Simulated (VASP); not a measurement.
# Si17Mo8 (a cell with a defect) in VASP: further runs

The runs below take Si17Mo8 (a cell with a defect) through single point, with PBE.

All numbers are computed with VASP 6.6.1; they aren't measurements. Logs are shortened: lines on timing, memory, paths and dates and some standing lists are left out, and cuts for length are marked.

### Step 1. The cell of the first run

The cell holds a defect, 25 atoms: a = 6.434 Å, b = 6.434 Å, c = 7.873 Å, α = 90.00°, β = 90.00°, γ = 90.00°.

### Step 2. Single point, PBE

INCAR reads:

```
PREC     = Accurate       # precision mode
ENCUT    = 400            # plane-wave cutoff, eV
EDIFF    = 1E-6           # SCF threshold, eV
ISMEAR   = 0              # smearing method
SIGMA    = 0.1            # smearing width, eV
LREAL    = False          # projectors in reciprocal space
LASPH    = True           # aspherical terms in the spheres
NELM     = 120            # most SCF steps
ALGO     = Normal         # electronic algorithm
ISIF     = 2              # what is computed and relaxed
LWAVE    = False          # write WAVECAR
LCHARG   = False          # write CHGCAR
GGA      = PE             # functional
NBANDS   = 108            # bands
GGA_COMPAT= False
```

KPOINTS reads:

```
Automatic mesh
0
Gamma
  4 4 3
  0.5 0.5 0
```

POSCAR reads:

```
Si17Mo8
1.0
    6.4336947404      0.0000000000      0.0000000000
    0.0000000000      6.4336947404      0.0000000000
    0.0000000000      0.0000000000      7.8730199992
Si Mo
17 8
Direct
   -0.0467264942     -0.0763579902      0.3749766926
    0.4963476088     -0.0026791759      0.3356662374
   -0.0051196088      0.5133748388      0.3397980699
    0.2454051775      0.2469476816      0.8284349590
    0.5009525832      0.5047151180      0.3372812466
    0.7510597246      0.2515358694      0.8296169704
    0.2497184067      0.7520386334      0.8302935850
    0.7576330859      0.7573138292      0.8285191706
    0.0030509685      0.0045886541      0.6715580553
    0.4979575701      0.0002802433      0.6697043829
   -0.0015421932      0.4989406755      0.6703816325
    0.3263484024      0.2967173727      0.1250047631
    0.4926904567      0.4923671588      0.6714798134
    0.7366249397      0.2551156165      0.1602001519
    0.2526800020      0.7536468850      0.1643326195
    0.7452785986      0.7490454854      0.1627140538
    0.0758310768      0.1741737905      0.2500057157
    0.2554578771      0.2538006645      0.5097470857
    0.7466073841      0.2466427246      0.4992079279
    0.2512770757      0.7433420753      0.5016479064
    0.5218402699      0.5262514211     -0.0105707848
    0.7237469585      0.7281607520      0.5105692606
    0.0033501745      0.5033945704      0.0007896589
    0.5066522631     -0.0012810679     -0.0016504467
   -0.0037929994     -0.0054575172     -0.0097431481
```

Potentials or basis: VASP PAW PBE potentials, release 64 (Si, Mo_sv).

On the command line:

```console
$ cat potpaw_PBE.64/Si/POTCAR potpaw_PBE.64/Mo_sv/POTCAR > POTCAR
$ mpirun -np 1 vasp_std > vasp.out
```

OUTCAR:

```text
PREC = Accurate
   ENCUT = 400
   EDIFF = 1E-6
   ISMEAR = 0
   LREAL = False
   LASPH = True
   NELM = 120
   ISIF = 2
   GGA = PE

 ion  position               nearest neighbor table
   1  0.953  0.924  0.375-  17 2.05  22 2.21   9 2.41  16 2.42  20 2.45  19 2.65   3 2.67  15 2.77
                             2 2.99  14 3.06  18 3.07  25 3.08
   2  0.496  0.997  0.336-  15 2.60  19 2.61  20 2.62  10 2.63  16 2.64  18 2.65  22 2.65  14 2.65
                            24 2.66  12 2.77   1 2.99  17 3.01
   3  0.995  0.513  0.340-  17 2.35  20 2.56  22 2.60  11 2.60  16 2.61  15 2.65  19 2.66   1 2.67
                            23 2.67  18 2.72  14 2.74  12 3.06
   4  0.245  0.247  0.828-  12 2.41  18 2.51   9 2.53  13 2.56  11 2.59  10 2.59  25 2.61  23 2.64
                            24 2.68  21 2.83
   5  0.501  0.505  0.337-  12 2.42  22 2.45  20 2.57  14 2.61  16 2.61  19 2.62  13 2.63  18 2.64
                            15 2.64  21 2.75
   6  0.751  0.252  0.830-  11 2.58   9 2.59  13 2.59  19 2.60  14 2.60  25 2.61  10 2.62  21 2.62
                            24 2.62  23 2.66
   7  0.250  0.752  0.830-  25 2.58  20 2.59  10 2.59   9 2.59  21 2.60  13 2.61  11 2.62  23 2.62
                            15 2.63  24 2.65
   8  0.758  0.757  0.829-  21 2.47  25 2.51  22 2.52   9 2.56  11 2.59  10 2.61  24 2.61  16 2.63
                            23 2.65  13 2.71
   9  0.003  0.005  0.672-   1 2.41  25 2.51   4 2.53   8 2.56   6 2.59   7 2.59  18 2.61  19 2.64
[... 19 lines left out ...]
  19  0.747  0.247  0.499-   6 2.60   2 2.61  10 2.62   5 2.62   9 2.64  13 2.65   1 2.65   3 2.66
                            11 2.66  14 2.67  17 2.92  22 3.10  18 3.16  18 3.28  22 3.34
  20  0.251  0.743  0.502-   1 2.45   3 2.56   5 2.57   7 2.59  13 2.61   2 2.62  11 2.62  10 2.65
                            15 2.66   9 2.68  22 3.04  18 3.15  18 3.28  22 3.40
  21  0.522  0.526  0.989-  12 2.21  16 2.45   8 2.47  13 2.52   7 2.60  14 2.60   6 2.62  15 2.65
                             5 2.75   4 2.83  24 3.04  23 3.10  23 3.34  24 3.40
  22  0.724  0.728  0.511-   1 2.21   5 2.45  13 2.47   8 2.52  10 2.60   3 2.60  11 2.62   2 2.65
                            16 2.75   9 2.83  20 3.04  19 3.10  19 3.34  20 3.40
  23  0.003  0.503  0.001-  11 2.60  15 2.61   7 2.62  16 2.62   4 2.64   8 2.65  12 2.65  14 2.66
                             6 2.66   3 2.67  17 2.92  21 3.10  25 3.16  25 3.28  21 3.34
  24  0.507  0.999  0.998-  12 2.45  14 2.56  16 2.57  10 2.59   8 2.61  15 2.62   6 2.62   7 2.65
                             2 2.66   4 2.68  21 3.04  25 3.15  25 3.28  21 3.40
  25  0.996  0.995  0.990-  17 2.40   9 2.51   8 2.51   7 2.58   6 2.61   4 2.61  16 2.64  15 2.65
                            14 2.72  12 3.07   1 3.08  24 3.15  23 3.16  23 3.28  24 3.28

  LATTYP: Found a simple tetragonal cell.
 ALAT       =     6.4336947404
 C/A-ratio  =     1.2237167470

  Lattice vectors:

 A1 = (   6.4336947404,   0.0000000000,   0.0000000000)
 A2 = (   0.0000000000,   6.4336947404,   0.0000000000)
 A3 = (   0.0000000000,   0.0000000000,   7.8730199992)

Analysis of symmetry for initial positions (statically):
=====================================================================
[... 187 lines left out ...]
   IMIX   =      4    mixing-type and parameters
     AMIX     =   0.40;   BMIX     =  1.00
     AMIX_MAG =   1.60;   BMIX_MAG =  1.00
  volume/ion in A,a.u.               =      13.04        87.97
  Fermi-wavevector in a.u.,A,eV,Ry     =   1.343213  2.538305 24.547922  1.804221
  Thomas-Fermi vector in A             =   2.471305
   LORBIT       =      0    0 simple, 1 ext, 2 COOP (PROOUT), +10 PAW based schemes
   GGA     = PE    functional components
   LHFCALC =     F    Hartree Fock is set to
   AEXX    =    0.0000 exact exchange contribution
   IVDW    =     0    specifies the selected vdW correction
   LEPSILON=     F    determine dielectric tensor
   LRPA    =     F    only Hartree local field effects (RPA)
 non-spin polarized calculation
 Gauss-broadening in eV      SIGMA  =   0.10
  energy-cutoff  :      400.00
  volume of cell :      325.88
 maximum number of plane-waves:      5961
 NGX is ok and might be reduce to    42
   NGX = 21   NGY = 21   NGZ = 25

 number of electron     179.9999982 magnetization

 Free energy of the ion-electron system (eV)
  ---------------------------------------------------
  ext. energy  EPLUGINS =         0.00000000
  ---------------------------------------------------
  free energy    TOTEN  =      -183.24979091 eV

  energy without entropy =     -183.20130848  energy(sigma->0) =     -183.22554970

 E-fermi :  13.0568     XC(G=0): -12.5069

 val. band max:       13.0379553461   @ k =  -0.3750  -0.3750   0.3333
 cond. band min:      13.0688701147   @ k =  -0.1250  -0.3750  -0.3333
 fundamental gap:      0.0309147685
 Fermi energy:        13.0567654782

 k-point     1 :       0.1250    0.1250    0.0000
  band No.  band energies     occupation
      1     -48.1067      2.00000
      2     -48.1065      2.00000
      3     -48.0547      2.00000
      4     -48.0545      2.00000
      5     -47.9624      2.00000
      6     -47.9621      2.00000
[... 2509 lines left out ...]
    101      14.6785      0.00000
    102      14.7658      0.00000
 [bands above 102 left out]

------------------------ aborting loop because EDIFF is reached ----------------------------------------

  FORCE on cell =-STRESS in cart. coord.  units (eV):
  Direction    XX          YY          ZZ          XY          YZ          ZX
  --------------------------------------------------------------------------------------
  -------------------------------------------------------------------------------------
  Total       30.3438618     30.3455863     33.2457681     12.0124297     -6.3117513     -6.3123592
  in kB      149.1829456    149.1914237    163.4499139     59.0580610    -31.0311739    -31.0341623
  external PRESSURE =     153.9414277 kB  Pullay stress =       0.0000000 kB

 VOLUME and BASIS-vectors are now :
 -----------------------------------------------------------------------------
  energy-cutoff  :      400.00
  volume of cell :      325.88
      direct lattice vectors                 reciprocal lattice vectors
     6.433694740  0.000000000  0.000000000     0.155431683  0.000000000  0.000000000
     0.000000000  6.433694740  0.000000000     0.000000000  0.155431683  0.000000000
     0.000000000  0.000000000  7.873019999     0.000000000  0.000000000  0.127016062

 POSITION                                       TOTAL-FORCE (eV/Angst)
 -----------------------------------------------------------------------------------
      6.13307      5.94243      2.95220         0.784131     -0.314536     -0.189370
      3.19335      6.41646      2.64271        -0.086824     -0.039508     -0.041565
      6.40076      3.30290      2.67524        -0.005056      0.367810      0.134003
      1.57886      1.58879      6.52229         0.047480     -0.018349      0.010284
      3.22298      3.24718      2.65542        -0.003138      0.014361     -0.027290
      4.83209      1.61830      6.53159         0.035008     -0.044910     -0.011229
[... 17 lines left out ...]
      3.25965      6.42545      7.86003         0.110839     -0.171516     -0.060751
      6.40929      6.39858      7.79631         0.065508     -0.106465      0.062190
 -----------------------------------------------------------------------------------
    total drift:                               -0.000149      0.000172      0.000023

  FREE ENERGIE OF THE ION-ELECTRON SYSTEM (eV)
  ---------------------------------------------------
  free  energy   TOTEN  =      -183.2497909127 eV

  energy  without entropy=     -183.2013084834  energy(sigma->0) =     -183.22554970
```

OSZICAR:

```text
N       E                     dE             d eps       ncg     rms          rms(c)
DAV:   1     0.133675561022E+04    0.13368E+04   -0.84875E+04  5760   0.131E+03
DAV:   2    -0.114047679403E+03   -0.14508E+04   -0.14123E+04  6128   0.382E+02
DAV:   3    -0.188963692431E+03   -0.74916E+02   -0.73077E+02  6496   0.763E+01
DAV:   4    -0.190943084197E+03   -0.19794E+01   -0.19531E+01  6240   0.112E+01
DAV:   5    -0.190992309467E+03   -0.49225E-01   -0.48946E-01  6360   0.167E+00    0.647E+01
DAV:   6    -0.184750639474E+03    0.62417E+01   -0.63457E+01  5960   0.221E+01    0.158E+01
DAV:   7    -0.184086325092E+03    0.66431E+00   -0.19374E+01  5860   0.121E+01    0.153E+01
DAV:   8    -0.183476583318E+03    0.60974E+00   -0.49083E+00  6352   0.686E+00    0.653E+00
DAV:   9    -0.183252733880E+03    0.22385E+00   -0.12312E+00  6368   0.339E+00    0.107E+00
DAV:  10    -0.183252721714E+03    0.12166E-04   -0.10708E-01  6368   0.135E+00    0.879E-01
DAV:  11    -0.183249930242E+03    0.27915E-02   -0.16174E-02  6160   0.543E-01    0.538E-01
DAV:  12    -0.183249936787E+03   -0.65446E-05   -0.40355E-03  6008   0.253E-01    0.254E-01
DAV:  13    -0.183249839984E+03    0.96802E-04   -0.74826E-04  6112   0.123E-01    0.879E-02
DAV:  14    -0.183249814071E+03    0.25913E-04   -0.35117E-04  6520   0.802E-02    0.481E-02
DAV:  15    -0.183249790038E+03    0.24033E-04   -0.11239E-04  6408   0.449E-02    0.186E-02
DAV:  16    -0.183249790913E+03   -0.87433E-06   -0.80051E-06  5368   0.101E-02
   1 F= -.18324979E+03 E0= -.18322555E+03  d E =-.484824E-01
```

stdout:

```text
POSCAR found type information on POSCAR SiMo
 POSCAR found :  2 types and      25 ions
 scaLAPACK will be used
 -----------------------------------------------------------------------------
|                                                                             |
|                                                                             |
|     You have a (more or less) 'large supercell' and for larger cells it     |
|     might be more efficient to use real-space projection operators.         |
|     Therefore, try LREAL= Auto in the INCAR file.                           |
|     Mind: For very accurate calculation, you might also keep the            |
|     reciprocal projection scheme (i.e. LREAL=.FALSE.).                      |
|                                                                             |
 -----------------------------------------------------------------------------

 LDA part: xc-table for (Slater+PW92), standard interpolation
 POSCAR, INCAR and KPOINTS ok, starting setup
 FFT: planning ... GRIDC
 FFT: planning ... GRID_SOFT
 FFT: planning ... GRID
 WAVECAR not read
 entering main loop
```

It took 5.8 min on 1 thread of Intel Xeon 6975P-C (Granite Rapids), shared host; peak memory 0.53 GiB.

Results:

```
Free energy            : -183.2498 eV
Pressure               : 15.4 GPa
Largest force          : 2.271 eV/Å
Band gap on the k mesh : zero (bands 90 and 91 overlap by 0.21 eV)
```

Forces in eV/Å, atoms in the order of the input:
```
Si   0.784 -0.315 -0.189
Si  -0.087 -0.040 -0.042
Si  -0.005  0.368  0.134
Si   0.047 -0.018  0.010
Si  -0.003  0.014 -0.027
Si   0.035 -0.045 -0.011
Si   0.010 -0.044  0.008
Si   0.036 -0.083 -0.001
Si   0.018 -0.047 -0.010
Si   0.044 -0.010 -0.008
Si   0.045 -0.035  0.011
Si   0.314 -0.784  0.189
Si   0.083 -0.036  0.001
Si  -0.368  0.005 -0.134
Si   0.040  0.087  0.042
Si  -0.014  0.003  0.027
Si  -1.606  1.606  0.000
Mo   0.107 -0.066 -0.062
Mo   0.112 -0.095 -0.046
Mo   0.171 -0.110  0.061
Mo  -0.094 -0.058  0.057
Mo   0.058  0.094 -0.057
Mo   0.095 -0.113  0.046
Mo   0.111 -0.172 -0.061
Mo   0.066 -0.106  0.062
```

Stress tensor (GPa, compression positive):
```
14.92  5.91 -3.10
 5.91 14.92 -3.10
-3.10 -3.10 16.34
```

### Step 3. Single point, PBE

INCAR reads:

```
  PREC = Accurate
  ENCUT = 400
  EDIFF = 1E-6
  ISMEAR = 0
  SIGMA = 0.1
  LREAL = False
  LASPH = True
  NELM = 120
  ALGO = Normal
  ISIF = 2
  LWAVE = False
  LCHARG = False
  GGA = PE
  NBANDS = 108
  GGA_COMPAT = False
```

KPOINTS is that of step 2.

POSCAR reads:

```
Si17Mo8
1.0
    6.4336947404      0.0000000000      0.0000000000
    0.0000000000      6.4336947404      0.0000000000
    0.0000000000      0.0000000000      7.8730199992
Si Mo
17 8
Direct
   -0.0737176722     -0.0226165533      0.3648058814
    0.5348781903     -0.0058987878      0.3466176893
   -0.0039871335      0.4960045711      0.3359924146
    0.2484903410      0.2465789976      0.8292225856
    0.5064682319      0.4995319377      0.3369480835
    0.7513053067      0.2480764264      0.8305429175
    0.2512347982      0.7509554300      0.8293861823
    0.7541997555      0.7570671592      0.8290366341
    0.0034163884      0.0015047341      0.6707715718
    0.4990423279     -0.0012366145      0.6706115316
    0.0019189596      0.4986938500      0.6694551774
    0.2726114730      0.3237071518      0.1351825602
    0.4929332410      0.4957976915      0.6709614609
    0.7539922542      0.2539851619      0.1640049181
    0.2558965053      0.7151200338      0.1533812946
    0.7504622452      0.7435273498      0.1630483601
    0.2155896504      0.0344086888      0.2500029214
    0.2524917743      0.2568987288      0.5054526726
    0.7445673432      0.2570268045      0.5033034338
    0.2471816062      0.7465637078      0.4984996863
    0.5219736303      0.5121626271     -0.0073798873
    0.7378343536      0.7280233503      0.5073774740
   -0.0070306413      0.5054333678     -0.0033058471
    0.5034307860      0.0028165775      0.0014981545
   -0.0068966592     -0.0024959220     -0.0054520375
```

Potentials or basis: VASP PAW PBE potentials, release 64 (Si, Mo_sv).

On the command line:

```console
$ cat potpaw_PBE.64/Si/POTCAR potpaw_PBE.64/Mo_sv/POTCAR > POTCAR
$ mpirun -np 1 vasp_std > vasp.out
```

Wall time 12 min (1 thread of Intel Xeon 6975P-C (Granite Rapids), shared host); peak memory 0.53 GiB.

Results (log left out):

```yaml
Free_energy: -184.4699 eV
Pressure: 14.2 GPa
Largest_force: 1.268 eV/Å
Band_gap_on_the_k_mesh: zero (bands 90 and 91 overlap by 0.31 eV)
```

Forces in eV/Å, atoms in the order of the input:
```
Si   0.063  0.593 -0.292
Si   0.425  0.023  0.183
Si  -0.067  0.033  0.003
Si  -0.005  0.067  0.020
Si   0.003  0.007 -0.022
Si  -0.051 -0.002 -0.001
Si  -0.049  0.037 -0.005
Si  -0.104  0.024  0.010
Si  -0.067  0.005 -0.020
Si  -0.037  0.049  0.005
Si   0.002  0.051  0.001
Si  -0.593 -0.063  0.292
Si  -0.024  0.104 -0.010
Si  -0.033  0.067 -0.003
Si  -0.023 -0.426 -0.183
Si  -0.007 -0.003  0.022
Si   0.896 -0.896  0.000
Mo  -0.067  0.071 -0.114
Mo  -0.008  0.177  0.057
Mo  -0.016  0.036 -0.017
Mo  -0.123 -0.170  0.080
Mo   0.170  0.123 -0.080
Mo  -0.177  0.007 -0.057
Mo  -0.036  0.016  0.017
Mo  -0.071  0.068  0.114
```

Stress tensor (GPa, compression positive):
```
14.95  2.15 -1.08
 2.15 14.95 -1.08
-1.08 -1.08 12.73
```

Levels at points of the mesh, in eV from the Fermi level:
```csv
k point,band 87,band 88,band 89,band 90,band 91,band 92,band 93,band 94
"(0.12, 0.12, 0.00)",-1.21,-1.12,-0.67,0.11,0.58,0.70,0.88,1.10
```

### Step 4. Single point, PBE

INCAR reads:

```
ALGO = Normal ; EDIFF = 1E-6
ENCUT = 400 ; GGA = PE
GGA_COMPAT = F ; ISIF = 2
ISMEAR = 0 ; LASPH = T
LCHARG = F ; LREAL = F
LWAVE = F ; NBANDS = 108
NELM = 120 ; PREC = Accurate
SIGMA = 0.1
```

KPOINTS is that of step 3.

POSCAR reads:

```
Si17Mo8
1.0
    6.4336947404      0.0000000000      0.0000000000
    0.0000000000      6.4336947404      0.0000000000
    0.0000000000      0.0000000000      7.8730199992
Si Mo
17 8
Direct
   -0.0763593891     -0.0467258725      0.3749768196
    0.5133754605     -0.0051192979      0.3397989590
   -0.0026801085      0.4963479196      0.3356656023
    0.2469462827      0.2454054884      0.8284347049
    0.5047176049      0.5009493192      0.3372809926
    0.7520414311      0.2497149872      0.8302939661
    0.2515389780      0.7510566160      0.8296165894
    0.7573119641      0.7576337076      0.8285190436
    0.0045909856      0.0030475490      0.6715579283
    0.4989395875     -0.0015407943      0.6703812515
    0.0002785336      0.4979585027      0.6697046369
    0.2967184607      0.3263456046      0.1250053982
    0.4923696457      0.4926870372      0.6714798134
    0.7536490610      0.2526770488      0.1643318574
    0.2551179480      0.7366229191      0.1602007870
    0.7490442420      0.7452787540      0.1627139268
    0.1741745677      0.0758279682      0.2500063508
    0.2537969341      0.2554603640      0.5097468316
    0.7433465828      0.2512752105      0.5016481605
    0.2466455224      0.7466022548      0.4992076739
    0.5262523537      0.5218376276     -0.0105707848
    0.7281605965      0.7237460259      0.5105691336
   -0.0012812234      0.5066549054     -0.0016501927
    0.5033913063      0.0033511071      0.0007895318
   -0.0054533206     -0.0037985949     -0.0097432751
```

On the command line:

```console
$ cat potpaw_PBE.64/Si/POTCAR potpaw_PBE.64/Mo_sv/POTCAR > POTCAR
$ mpirun -np 1 vasp_std > vasp.out
```

Run time: 9.7 min. Hardware: 1 thread of Intel Xeon 6975P-C (Granite Rapids), shared host; peak memory 0.53 GiB.

It converged, with:

```
Free energy            : -183.2498 eV
Pressure               : 15.4 GPa
Largest force          : 2.271 eV/Å
Band gap on the k mesh : zero (bands 90 and 91 overlap by 0.21 eV)
```

Forces on the atoms (eV/Å):
```
Si  -0.314  0.784 -0.189
Si   0.368 -0.005  0.134
Si  -0.039 -0.087 -0.042
Si  -0.018  0.048  0.010
Si   0.014 -0.003 -0.027
Si  -0.044  0.010  0.008
Si  -0.045  0.035 -0.011
Si  -0.083  0.036 -0.001
Si  -0.047  0.018 -0.010
Si  -0.035  0.045  0.011
Si  -0.010  0.044 -0.008
Si  -0.784  0.315  0.189
Si  -0.036  0.083  0.001
Si   0.087  0.040  0.042
Si   0.005 -0.368 -0.134
Si   0.003 -0.014  0.027
Si   1.606 -1.606  0.000
Mo  -0.066  0.106 -0.062
Mo  -0.111  0.172  0.061
Mo  -0.095  0.113 -0.046
Mo  -0.058 -0.094  0.057
Mo   0.094  0.058 -0.057
Mo  -0.171  0.110 -0.061
Mo  -0.112  0.095  0.046
Mo  -0.107  0.066  0.062
```

Stress tensor (GPa, compression positive):
```
14.92  5.91 -3.10
 5.91 14.92 -3.10
-3.10 -3.10 16.35
```

Levels at points of the mesh, in eV from the Fermi level:
| k point | band 87 | band 88 | band 89 | band 90 | band 91 | band 92 | band 93 | band 94 |
| --- | --- | --- | --- | --- | --- | --- | --- | --- |
| (0.12, 0.12, 0.00) | -1.18 | -1.08 | -0.70 | 0.05 | 0.49 | 0.60 | 0.92 | 0.97 |

The gap in the log of VASP goes by the Fermi energy; the results here count the filled bands.